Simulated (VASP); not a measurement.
A run of VASP 6.6.1 is set up as follows.

INCAR

```
SYSTEM = Be3ZnO
PREC = Accurate
ENCUT = 520
EDIFF = 1E-6
ISMEAR = 0
SIGMA = 0.1
LREAL = .FALSE.
LASPH = .TRUE.
NELM = 100
ALGO = Normal
ISIF = 2
LWAVE = .FALSE.
LCHARG = .FALSE.
GGA = PE
NBANDS = 20
```

The input KPOINTS:

```
regular mesh
0
G
  6 6 4
  0 0 0
```

File POSCAR:

```
Be3ZnO
1.0
    3.2752578800      0.0000000000      0.0000000000
   -1.6376289400      2.8364565300      0.0000000000
    0.0000000000      0.0000000000      5.5750652800
Be Zn O
3 1 1
Direct
    0.0000000000      0.0000000000      0.1752381600
    0.0000000000      0.0000000000      0.8247618400
    0.3333333300      0.6666666700      0.5000000000
    0.6666666700      0.3333333300      0.5000000000
    0.3333333300      0.6666666700      0.0000000000
```

Potentials or basis: VASP PAW PBE potentials, release 64 (Be, Zn, O).

Launch:

```sh
$ cat potpaw_PBE.64/Be/POTCAR potpaw_PBE.64/Zn/POTCAR potpaw_PBE.64/O/POTCAR > POTCAR
$ mpirun -np 1 vasp_std > vasp.out
```

(1) Estimate the band gap on the k mesh.

(2) Predict the pressure.

(3) What does it give for the largest force?

## Answers

(1) zero (band 12 reaches 5.14 eV, above the bottom of band 13 at 4.29 eV).

(2) 7.2 GPa.

(3) 2.641 eV/Å.

Caveat: the k points lie up to 0.37 Å⁻¹ apart; forces of over 1 eV/Å act on the atoms, so gaps and moduli don't describe the material at rest.
